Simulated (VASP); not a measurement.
Here is a VASP 6.6.1 calculation.

The input INCAR:

```
PREC = Accurate
ENCUT = 520
EDIFF = 1E-6
ISMEAR = 0
SIGMA = 0.1
LREAL = F
LASPH = T
NELM = 80
ALGO = Normal
ISIF = 2
LWAVE = F
LCHARG = T
GGA = CA
LELF = T
LVHAR = T
NBANDS = 16
```

File KPOINTS:

```
Automatic mesh
0
Gamma
  8 8 8
```

Contents of POSCAR:

```
ZnSe
1.0
    0.0000000000      2.8338000000      2.8338000000
    2.8338000000      0.0000000000      2.8338000000
    2.8338000000      2.8338000000      0.0000000000
Se Zn
1 1
Direct
    0.7500000000      0.7500000000      0.7500000000
    0.0000000000      0.0000000000      0.0000000000
```

Potentials or basis: VASP PAW LDA potentials, release 64 (Se, Zn).

Launch:

```bash
$ cat potpaw_LDA.64/Se/POTCAR potpaw_LDA.64/Zn/POTCAR > POTCAR
$ mpirun -np 1 vasp_std > vasp.out
```

Problem. Predict the pressure.

Solution. -3.1 GPa.

Problem. Predict the band gap on the k mesh.

Solution. 1.07 eV, direct.
